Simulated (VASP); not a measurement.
Here is a VASP 6.6.1 calculation.

Contents of INCAR:

```
SYSTEM = Mo
PREC = Accurate
ENCUT = 520
EDIFF = 1E-6
ISMEAR = 0
SIGMA = 0.1
LREAL = .FALSE.
LASPH = .TRUE.
NELM = 100
ALGO = Fast
ISIF = 2
LWAVE = .FALSE.
LCHARG = .FALSE.
GGA = PS
NBANDS = 13
ISYM = 0
```

Contents of KPOINTS:

```
Automatic mesh
0
G
  12 12 17
  0 0 0
```

The input POSCAR:

```
Mo
1.0
    2.8394270070      0.0000000000      0.0000000000
    0.0000000000      2.8394270070      0.0000000000
    1.4197135035      1.4197135035      1.9480331093
Mo
1
Direct
    0.0000000000      0.0000000000      0.0000000000
```

Potentials or basis: VASP PAW PBE potentials, release 64 (Mo_sv).

The run is started by

```bash
$ cat potpaw_PBE.64/Mo_sv/POTCAR > POTCAR
$ mpirun -np 1 vasp_std > vasp.out
```

Problem. Predict the band gap on the k mesh.

Solution. Zero (band 7 reaches 16.02 eV, above the bottom of band 8 at 11.26 eV).

Problem. Estimate the pressure.

Solution. -2.1 GPa.

Stress tensor (GPa, compression positive):
```
 0.23 -0.23  0.18
-0.23  0.23  0.18
 0.18  0.18 -6.66
```

Caveat: the PAW data sets were made with another functional, which shifts forces and pressure a little.
